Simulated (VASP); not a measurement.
MoS2: single point with PBE+D3(BJ)

Crystal: MoS2.

```
Mo S
1.0
     3.16900    0.00000    0.00000
    -1.58450    2.74443    0.00000
     0.00000    0.00000   12.32400
Mo S
2 4
Direct
  0.33333 0.66667 0.25000
  0.66667 0.33333 0.75000
  0.33333 0.66667 0.62300
  0.66667 0.33333 0.12300
  0.33333 0.66667 0.87700
  0.66667 0.33333 0.37700
```

| Property | Result |
| --- | --- |
| Program | VASP 6.6.1 |
| Task | single point |
| Functional | PBE |
| Dispersion | D3(BJ) |
| Potentials or basis | VASP PAW PBE potentials, release 64 (Mo_sv, S) |
| Cutoff | 500 eV |
| k mesh | 6 × 6 × 2 |
| Occupations | gaussian, width 0.1 eV |
| Spin | collinear spin |
| Starting moments | [2.0, -2.0, 0.0, 0.0, 0.0, 0.0] μB |
| Dipole correction | no |
| Further INCAR settings | ALGO = Normal; EDIFF = 1e-06; NBANDS = 39 |

* Pressure: -2.0 GPa
* Largest force: 0.071 eV/Å
* Band gap on the k mesh: 0.90 eV (least direct gap 1.66 eV)
* Net moment: 0.00 μB per cell
* Valence electrons inside the program's atomic spheres: Mo 12.45; S 3.70
* Dispersion energy per atom: -0.423 eV

Forces on the atoms (eV/Å):
```
Mo   0.000  0.000  0.000
Mo   0.000  0.000  0.000
S    0.000  0.000  0.071
S    0.000  0.000  0.071
S    0.000  0.000 -0.071
S    0.000  0.000 -0.071
```

Stress tensor (GPa, compression positive):
```
-2.17  0.00  0.00
 0.00 -2.17  0.00
 0.00  0.00 -1.77
```

Levels at points of the mesh, in eV from the valence-band top:
Spin up:
| k point | band 23 | band 24 | band 25 | band 26 | band 27 | band 28 | band 29 | band 30 |
| --- | --- | --- | --- | --- | --- | --- | --- | --- |
| (0.00, 0.00, 0.00) | -2.12 | -1.18 | -1.14 | 0.00 | 2.11 | 2.11 | 2.14 | 2.14 |
| (0.50, 0.00, 0.00) | -1.72 | -1.52 | -1.39 | -1.26 | 1.62 | 1.66 | 2.01 | 2.27 |
| (0.00, 0.00, 0.50) | -2.14 | -2.14 | -0.26 | -0.26 | 2.12 | 2.12 | 2.12 | 2.12 |
| (0.50, 0.00, 0.50) | -1.62 | -1.62 | -1.32 | -1.32 | 1.64 | 1.64 | 2.15 | 2.15 |
Spin down:
| k point | band 23 | band 24 | band 25 | band 26 | band 27 | band 28 | band 29 | band 30 |
| --- | --- | --- | --- | --- | --- | --- | --- | --- |
| (0.00, 0.00, 0.00) | -2.12 | -1.18 | -1.14 | 0.00 | 2.11 | 2.11 | 2.14 | 2.14 |
| (0.50, 0.00, 0.00) | -1.72 | -1.52 | -1.39 | -1.26 | 1.62 | 1.66 | 2.01 | 2.27 |
| (0.00, 0.00, 0.50) | -2.14 | -2.14 | -0.26 | -0.26 | 2.12 | 2.12 | 2.12 | 2.12 |
| (0.50, 0.00, 0.50) | -1.62 | -1.62 | -1.32 | -1.32 | 1.64 | 1.64 | 2.15 | 2.15 |

It took 3.5 min on 1 thread of Intel Xeon 8259CL, on a shared host, peak memory 0.3 GiB.

A k mesh can miss the band edges. As with any semilocal functional, this PBE gap is likely too small.
